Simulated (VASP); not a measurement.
# Si (Fd-3m) in VASP: a series of runs

Runs on Si. Level: PBE. Tasks: single point.

Program: VASP 6.6.1. These are calculated values, not measurements. Logs are shortened: lines on timing, memory, paths and dates and some standing lists are left out, and cuts for length are marked.

**1. The cell of the first run**

It takes space group Fd-3m (No. 227, cubic). The conventional cell has a = 5.572 Å, b = 5.572 Å, c = 5.572 Å, α = 90.00°, β = 90.00°, γ = 90.00°. Within 3.2 Å of Si (site symmetry -43m) lie 4 Si at 2.41 Å.

**2. Single point, PBE**

The input, INCAR:

```
PREC = Accurate ; ENCUT = 500
EDIFF = 1E-6 ; ISMEAR = 0
SIGMA = 0.01 ; LREAL = F
LASPH = T ; NELM = 120
ALGO = Normal ; ISIF = 2
LWAVE = F ; LCHARG = F
GGA = PE ; NBANDS = 11
GGA_COMPAT = F
```

The input, KPOINTS:

```
Automatic mesh
0
Gamma
  6 6 6
```

The input, POSCAR:

```
Si
1.0
    0.0000000000      2.7860638099      2.7860638099
    2.7860638099      0.0000000000      2.7860638099
    2.7860638099      2.7860638099      0.0000000000
Si
2
Direct
    0.0000000000      0.0000000000      0.0000000000
    0.2500000000      0.2500000000      0.2500000000
```

Potentials or basis: VASP PAW PBE potentials, release 64 (Si).

Command:

```
> cat potpaw_PBE.64/Si/POTCAR > POTCAR
> mpirun -np 1 vasp_std > vasp.out
```

OUTCAR:

```text
PREC = Accurate
   ENCUT = 500
   EDIFF = 1E-6
   ISMEAR = 0
   LREAL = F
   LASPH = T
   NELM = 120
   ISIF = 2
   GGA = PE

 ion  position               nearest neighbor table
   1  0.000  0.000  0.000-   2 2.41   2 2.41   2 2.41   2 2.41
   2  0.250  0.250  0.250-   1 2.41   1 2.41   1 2.41   1 2.41

  LATTYP: Found a face centered cubic cell.
 ALAT       =     5.5721276198

  Lattice vectors:

 A1 = (   0.0000000000,   2.7860638099,   2.7860638099)
 A2 = (   2.7860638099,   0.0000000000,   2.7860638099)
 A3 = (   2.7860638099,   2.7860638099,   0.0000000000)

Analysis of symmetry for initial positions (statically):
=====================================================================
 Subroutine PRICEL returns:
 Original cell was already a primitive cell.

 Routine SETGRP: Setting up the symmetry group for a
 face centered cubic supercell.

 Subroutine GETGRP returns: Found 48 space group operations
 (whereof 24 operations were pure point group operations)
 out of a pool of 48 trial point group operations.

The static configuration has the point symmetry T_d .
 The point group associated with its full space group is O_h .

Analysis of symmetry for dynamics (positions and initial velocities):
=====================================================================
 Subroutine PRICEL returns:
 Original cell was already a primitive cell.

 Routine SETGRP: Setting up the symmetry group for a
 face centered cubic supercell.

 Subroutine GETGRP returns: Found 48 space group operations
 (whereof 24 operations were pure point group operations)
 out of a pool of 48 trial point group operations.

The dynamic configuration has the point symmetry T_d .
 The point group associated with its full space group is O_h .

 Subroutine INISYM returns: Found 48 space group operations
 (whereof 24 operations are pure point group operations),
 and found     1 'primitive' translations

----------------------------------------------------------------------------------------

                                     Primitive cell

  volume of cell :      43.2517

  direct lattice vectors                    reciprocal lattice vectors
     0.000000000  2.786063810  2.786063810    -0.179464662  0.179464662  0.179464662
     2.786063810  0.000000000  2.786063810     0.179464662 -0.179464662  0.179464662
     2.786063810  2.786063810  0.000000000     0.179464662  0.179464662 -0.179464662

  length of vectors
     3.940089226  3.940089226  3.940089226     0.310841913  0.310841913  0.310841913

  position of ions in fractional coordinates (direct lattice)
     0.000000000  0.000000000  0.000000000
     0.250000000  0.250000000  0.250000000

  ion indices of the primitive-cell ions
   primitive index   ion index
                 1           1
                 2           2

----------------------------------------------------------------------------------------

 KPOINTS: Automatic mesh

Automatic generation of k-mesh.
 Grid dimensions read from file:
 generate k-points for:    6    6    6

 Generating k-lattice:

  Cartesian coordinates                     Fractional coordinates (reciprocal lattice)
    -0.029910777  0.029910777  0.029910777     0.166666667  0.000000000  0.000000000
     0.029910777 -0.029910777  0.029910777     0.000000000  0.166666667  0.000000000
     0.029910777  0.029910777 -0.029910777     0.000000000  0.000000000  0.166666667

  Length of vectors
     0.051806985  0.051806985  0.051806985

  Shift w.r.t. Gamma in fractional coordinates (k-lattice)
     0.000000000  0.000000000  0.000000000

 Subroutine IBZKPT returns following result:
 ===========================================

 Found     16 irreducible k-points:

 Following reciprocal coordinates:
            Coordinates               Weight
  0.000000  0.000000  0.000000      1.000000
  0.166667  0.000000  0.000000      8.000000
  0.333333  0.000000  0.000000      8.000000
  0.500000  0.000000  0.000000      4.000000
  0.166667  0.166667  0.000000      6.000000
  0.333333  0.166667  0.000000     24.000000
[... 8 lines left out ...]
 -0.333333  0.333333  0.166667     24.000000
 -0.333333  0.500000  0.166667     12.000000
   k-points           NKPTS =     16   k-points in BZ     NKDIM =     16   number of bands    NBANDS=     11
   number of dos      NEDOS =    301   number of ions     NIONS =      2
   total plane-waves  NPLWV =  27000
   dimension x,y,z NGX =    30 NGY =   30 NGZ =   30
   dimension x,y,z NGXF=    60 NGYF=   60 NGZF=   60
   ions per type =               2
   NGX,Y,Z   is equivalent  to a cutoff of  12.66, 12.66, 12.66 a.u.
   NGXF,Y,Z  is equivalent  to a cutoff of  25.32, 25.32, 25.32 a.u.
 SYSTEM =  unknown system
   PREC   = accura    normal or accurate (medium, high low for compatibility)
   ISTART =      0    job   : 0-new  1-cont  2-samecut
   ICHARG =      2    charge: 1-file 2-atom 10-const
   ISPIN  =      1    spin polarized calculation?
   LNONCOLLINEAR =      F non collinear calculations
   LSORBIT =      F    spin-orbit coupling
   LASPH  =      T    aspherical Exc in radial PAW
   ENCUT  =  500.0 eV  36.75 Ry    6.06 a.u.   7.18  7.18  7.18*2*pi/ulx,y,z
   NELM   =    120;   NELMIN=  2; NELMDL= -5     # of ELM steps
   EDIFF  = 0.1E-05   stopping-criterion for ELM
   LREAL  =      F    real-space projection
   EDIFFG = 0.1E-04   stopping-criterion for IOM
   NSW    =      0    number of steps for IOM
   IBRION =     -1    ionic relax: 0-MD 1-quasi-New 2-CG
   NFREE  =      0    steps in history (QN), initial steepest desc. (CG)
   ISIF   =      2    stress and relaxation
   ISYM   =      2    0-nonsym 1-usesym 2-fastsym
   POTIM  = 0.5000    time-step for ionic-motion
   TEBEG  =    0.0;   TEEND  =   0.0 temperature during run
   PSTRESS=    0.0 pullay stress
   NELECT =       8.0000    total number of electrons
   NUPDOWN=      -1.0000    fix difference up-down
   EMIN   =  10.00;   EMAX   =-10.00  energy-range for DOS
   EFERMI =   0.00;   METHOD = LEGACY
   ISMEAR =     0;   SIGMA  =   0.01  broadening in eV -4-tet -1-fermi 0-gaus
   EFERMI_NEDOS =   21; number of points for ismear=-14 and -15
   IALGO  =     38    algorithm
   IMIX   =      4    mixing-type and parameters
     AMIX     =   0.40;   BMIX     =  1.00
     AMIX_MAG =   1.60;   BMIX_MAG =  1.00
  volume/ion in A,a.u.               =      21.63       145.94
  Fermi-wavevector in a.u.,A,eV,Ry     =   0.932761  1.762663 11.837658  0.870043
  Thomas-Fermi vector in A             =   2.059392
   LORBIT       =      0    0 simple, 1 ext, 2 COOP (PROOUT), +10 PAW based schemes
   GGA     = PE    functional components
   LHFCALC =     F    Hartree Fock is set to
   AEXX    =    0.0000 exact exchange contribution
   IVDW    =     0    specifies the selected vdW correction
   LEPSILON=     F    determine dielectric tensor
   LRPA    =     F    only Hartree local field effects (RPA)
 non-spin polarized calculation
 Gauss-broadening in eV      SIGMA  =   0.01
  energy-cutoff  :      500.00
  volume of cell :       43.25
 maximum number of plane-waves:      1113
 NGX is ok and might be reduce to    30
   NGX = 15   NGY = 15   NGZ = 15

 number of electron       7.9999999 magnetization

 Free energy of the ion-electron system (eV)
  ---------------------------------------------------
  ext. energy  EPLUGINS =         0.00000000
  ---------------------------------------------------
  free energy    TOTEN  =       -10.79272533 eV

  energy without entropy =      -10.79272533  energy(sigma->0) =      -10.79272533

 E-fermi :   5.1897     XC(G=0):  -9.1049

 val. band max:        5.0801940780   @ k =   0.0000   0.0000   0.0000
 cond. band min:       5.9105622370   @ k =   0.3333   0.3333   0.0000
 fundamental gap:      0.8303681590
 Fermi energy:         5.1897401331

 k-point     1 :       0.0000    0.0000    0.0000
  band No.  band energies     occupation
      1      -6.3657      2.00000
      2       5.0802      2.00000
      3       5.0802      2.00000
      4       5.0802      2.00000
      5       7.5885      0.00000
      6       7.6077      0.00000
      7       7.6077      0.00000
      8       7.6077      0.00000
      9      12.7432      0.00000
     10      12.7533      0.00000
     11      12.7533      0.00000

 k-point     2 :       0.1667    0.0000    0.0000
  band No.  band energies     occupation
      1      -6.0282      2.00000
      2       2.7476      2.00000
      3       4.6622      2.00000
      4       4.6622      2.00000
      5       7.1655      0.00000
      6       8.2132      0.00000
      7       8.2132      0.00000
      8       9.9120      0.00000
      9      12.1568      0.00000
     10      12.1568      0.00000
     11      13.8440      0.00000

 k-point     3 :       0.3333    0.0000    0.0000
  band No.  band energies     occupation
      1      -5.0854      2.00000
      2      -0.0370      2.00000
      3       4.1405      2.00000
      4       4.1405      2.00000
      5       6.5738      0.00000
      6       8.5618      0.00000
      7       8.5618      0.00000
      8      12.5819      0.00000
      9      12.9498      0.00000
     10      12.9498      0.00000
     11      13.7431      0.00000

 k-point     4 :       0.5000    0.0000    0.0000
  band No.  band energies     occupation
      1      -4.2226      2.00000
      2      -1.5438      2.00000
      3       3.9502      2.00000
      4       3.9502      2.00000
      5       6.3493      0.00000
      6       8.4424      0.00000
      7       8.4424      0.00000
      8      12.7001      0.00000
      9      15.4284      0.00000
     10      15.4284      0.00000
     11      15.8141      0.00000

 k-point     5 :       0.1667    0.1667    0.0000
  band No.  band energies     occupation
      1      -5.9130      2.00000
      2       2.9704      2.00000
      3       3.9833      2.00000
      4       3.9833      2.00000
      5       6.8092      0.00000
      6       8.9868      0.00000
      7       9.2593      0.00000
      8       9.2593      0.00000
      9      11.3764      0.00000
     10      13.2632      0.00000
     11      14.4426      0.00000
[... 99 lines left out ...]
 k-point    13 :       0.5000    0.5000    0.0000
  band No.  band energies     occupation
      1      -2.4956      2.00000
      2      -2.4956      2.00000
      3       2.4279      2.00000
      4       2.4279      2.00000
      5       5.9298      0.00000
      6       5.9298      0.00000
      7      14.5430      0.00000
      8      14.5430      0.00000
      9      15.8107      0.00000
     10      15.8107      0.00000
     11      17.2139      0.00000

 k-point    14 :       0.5000    0.3333    0.1667
  band No.  band energies     occupation
      1      -4.2341      2.00000
      2      -0.4471      2.00000
      3       1.7863      2.00000
      4       2.9624      2.00000
      5       7.8949      0.00000
      6       8.7686      0.00000
      7       9.1240      0.00000
      8      11.8346      0.00000
      9      13.7249      0.00000
     10      14.5727      0.00000
     11      17.3820      0.00000

 k-point    15 :      -0.3333    0.3333    0.1667
  band No.  band energies     occupation
      1      -3.3365      2.00000
      2      -1.5499      2.00000
      3       1.3677      2.00000
      4       2.5408      2.00000
      5       8.4636      0.00000
      6       8.4755      0.00000
      7      11.0074      0.00000
      8      11.2923      0.00000
      9      12.3265      0.00000
     10      15.7594      0.00000
     11      16.4910      0.00000

 k-point    16 :      -0.3333    0.5000    0.1667
  band No.  band energies     occupation
      1      -2.3985      2.00000
      2      -2.3985      2.00000
      3       1.7290      2.00000
      4       1.7290      2.00000
      5       7.8278      0.00000
      6       7.8278      0.00000
      7      11.5558      0.00000
      8      11.5558      0.00000
      9      15.1909      0.00000
     10      15.1909      0.00000
     11      17.4395      0.00000

------------------------ aborting loop because EDIFF is reached ----------------------------------------

  FORCE on cell =-STRESS in cart. coord.  units (eV):
  Direction    XX          YY          ZZ          XY          YZ          ZX
  --------------------------------------------------------------------------------------
  -------------------------------------------------------------------------------------
  Total       -1.1875306     -1.1875306     -1.1875306      0.0000000      0.0000000     -0.0000000
  in kB      -43.9898246    -43.9898246    -43.9898246      0.0000000      0.0000000     -0.0000000
  external PRESSURE =     -43.9898246 kB  Pullay stress =       0.0000000 kB

 VOLUME and BASIS-vectors are now :
 -----------------------------------------------------------------------------
  energy-cutoff  :      500.00
  volume of cell :       43.25
      direct lattice vectors                 reciprocal lattice vectors
     0.000000000  2.786063810  2.786063810    -0.179464662  0.179464662  0.179464662
     2.786063810  0.000000000  2.786063810     0.179464662 -0.179464662  0.179464662
     2.786063810  2.786063810  0.000000000     0.179464662  0.179464662 -0.179464662

 POSITION                                       TOTAL-FORCE (eV/Angst)
 -----------------------------------------------------------------------------------
      0.00000      0.00000      0.00000         0.000000      0.000000      0.000000
      1.39303      1.39303      1.39303        -0.000000     -0.000000     -0.000000
 -----------------------------------------------------------------------------------
    total drift:                               -0.000000     -0.000000     -0.000000

  FREE ENERGIE OF THE ION-ELECTRON SYSTEM (eV)
  ---------------------------------------------------
  free  energy   TOTEN  =       -10.7927253292 eV

  energy  without entropy=      -10.7927253292  energy(sigma->0) =      -10.79272533
```

It took 13 s on 1 thread of Intel Xeon 8259CL, shared host; peak memory 0.15 GiB.

Results:

| Item | Value |
| --- | --- |
| Free energy | -10.7927 eV |
| Pressure | -4.4 GPa |
| Band gap on the k mesh | 0.83 eV, indirect (least direct gap 2.40 eV) |

Levels at points of the mesh, in eV from the valence-band top:
```csv
k point,band 1,band 2,band 3,band 4,band 5,band 6,band 7,band 8
"(0.00, 0.00, 0.00)",-11.45,0.00,0.00,0.00,2.51,2.53,2.53,2.53
"(0.50, 0.00, 0.00)",-9.30,-6.62,-1.13,-1.13,1.27,3.36,3.36,7.62
"(0.50, 0.50, 0.00)",-7.58,-7.58,-2.65,-2.65,0.85,0.85,9.46,9.46
```

**3. Single point, PBE**

This run uses another cell than the first one, of 20.02 Å³/atom, 0.926 times its volume.

The input, INCAR:

```
ALGO = Normal
EDIFF = 1E-6
ENCUT = 500
GGA = PE
GGA_COMPAT = F
ISIF = 2
ISMEAR = 0
LASPH = T
LCHARG = T
LELF = T
LREAL = F
LVHAR = T
LWAVE = F
NBANDS = 11
NELM = 120
PREC = Accurate
SIGMA = 0.01
```

The input, KPOINTS:

```
k-points
0
Gamma
  2 2 2
```

The input, POSCAR:

```
Si
1.0
    0.0000000000      2.7155000000      2.7155000000
    2.7155000000      0.0000000000      2.7155000000
    2.7155000000      2.7155000000      0.0000000000
Si
2
Direct
    0.0000000000      0.0000000000      0.0000000000
    0.2500000000      0.2500000000      0.2500000000
```

Potentials or basis: VASP PAW PBE potentials, release 64 (Si).

Command:

```
> cat potpaw_PBE.64/Si/POTCAR > POTCAR
> mpirun -np 1 vasp_std > vasp.out
```

Wall time 5.9 s (1 thread of AMD EPYC 7R13, shared host); peak memory 0.11 GiB.

The run converged. Its results:

- Free energy: -8.2914 eV
- Pressure: 9.8 GPa
- Band gap on the k mesh: 0.60 eV, indirect (least direct gap 2.44 eV)

Levels at points of the mesh, in eV from the valence-band top:
```
           k point  band 1  band 2  band 3  band 4  band 5  band 6  band 7  band 8
(0.00, 0.00, 0.00)  -12.01    0.00    0.00    0.00    2.44    2.44    2.44    3.40
(0.50, 0.00, 0.00)   -9.66   -7.03   -1.23   -1.23    1.50    3.20    3.20    7.64
(0.50, 0.50, 0.00)   -7.85   -7.85   -2.91   -2.91    0.60    0.60   10.06   10.06
```

Caveat: the k points lie up to 1.00 Å⁻¹ apart. A k mesh can miss the band edges.

**4. Single point, PBE**

This run uses another cell than the first one, of 18.42 Å³/atom, 0.852 times its volume.

The input, INCAR:

```
SYSTEM = Si
ALGO = Normal ; EDIFF = 1E-6
ENCUT = 500 ; GGA = PE
GGA_COMPAT = .False. ; ISIF = 2
ISMEAR = 0 ; LASPH = .True.
LCHARG = .False. ; LREAL = .False.
LWAVE = .False. ; NBANDS = 11
NELM = 120 ; PREC = Accurate
SIGMA = 0.01
```

The input, KPOINTS:

```
k-points
0
Gamma
  4 4 4
  0 0 0
```

The input, POSCAR:

```
Si
1.0
    0.0000000000      2.6410649576      2.6410649576
    2.6410649576      0.0000000000      2.6410649576
    2.6410649576      2.6410649576      0.0000000000
Si
2
Direct
    0.0000000000      0.0000000000      0.0000000000
    0.2500000000      0.2500000000      0.2500000000
```

Command:

```
> cat potpaw_PBE.64/Si/POTCAR > POTCAR
> mpirun -np 1 vasp_std > vasp.out
```

Wall time 5.9 s (1 thread of AMD EPYC 7R13, shared host); peak memory 0.11 GiB.

Results (log left out):

```yaml
Free_energy: -10.5132 eV
Pressure: 12.5 GPa
Band_gap_on_the_k_mesh: 0.51 eV, indirect (least direct gap 2.57 eV)
```

Levels at points of the mesh, in eV from the valence-band top:
```
           k point  band 1  band 2  band 3  band 4  band 5  band 6  band 7  band 8  band 9
(0.00, 0.00, 0.00)  -12.56    0.00    0.00    0.00    2.57    2.57    2.57    4.36    7.73
(0.50, 0.00, 0.00)  -10.01   -7.39   -1.27   -1.27    1.83    3.27    3.27    7.81   10.75
(0.50, 0.50, 0.00)   -8.10   -8.10   -3.09   -3.09    0.51    0.51   10.84   10.84   11.23
```

Caveat: the k points lie up to 0.52 Å⁻¹ apart.

(Part 1 of 2 ends here.)
